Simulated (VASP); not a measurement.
Set up this calculation in VASP 6.6.1, as the native input.

```yaml
Task: relaxation of cell and atoms
Functional: PBE
Potentials_or_basis: VASP PAW PBE potentials, release 64 (Sr_sv, O)
Cutoff: 600 eV
k_mesh: 13 × 13 × 13
Occupations: fermi-dirac, width 0.03 eV
Spin: no spin polarisation
Dipole_correction: no
Further_INCAR_settings: ALGO = Normal; EDIFF = 1e-07; IBRION = 2; EDIFFG = -0.005; NSW = 100; ISIF = 3
```

The structure of SrO (rocksalt type) lies in POSCAR:

```
SrO
1.0
    0.0000000000      2.4989575996      2.4989575996
    2.4989575996      0.0000000000      2.4989575996
    2.4989575996      2.4989575996      0.0000000000
Sr O
1 1
Direct
    0.0000000000      0.0000000000      0.0000000000
    0.5000000000      0.5000000000      0.5000000000
```

These files were run (other wordings do the same):

INCAR

```
SYSTEM = SrO
PREC = Accurate
ENCUT = 600
EDIFF = 1E-7
ISMEAR = -1
SIGMA = 0.03
LREAL = .False.
LASPH = .True.
NELM = 100
ALGO = Normal
ISIF = 3
LWAVE = .False.
LCHARG = .False.
GGA = PE
IBRION = 2
NSW = 100
EDIFFG = -0.005
```

KPOINTS

```
Automatic mesh
0
Gamma
  13 13 13
  0 0 0
```

Potentials or basis: VASP PAW PBE potentials, release 64 (Sr_sv, O).

The run is started by

```bash
$ cat potpaw_PBE.64/Sr_sv/POTCAR potpaw_PBE.64/O/POTCAR > POTCAR
$ mpirun -np 1 vasp_std > vasp.out
```

Results of the run:

* Relaxed volume: 17.62 Å³/atom
* Relaxed cell: a = 3.680 Å, b = 3.680 Å, c = 3.680 Å, α = 60.00°, β = 60.00°, γ = 60.00°
* Space group after relaxing (to 0.1 Å): Fm-3m (No. 225)
* Energy gained by relaxing: 76.0 meV/atom
* Ionic steps: 3
* Pressure after relaxing: 0.0 GPa
* Band gap on the k mesh: 3.31 eV (least direct gap 3.42 eV)

Caveat: an odd mesh through Γ misses points on the zone boundary, where band edges can lie.

Wall time 53 s on 1 thread of Intel(R) Xeon(R) 6975P-C (Granite Rapids), on a shared host, peak memory 0.2 GiB.
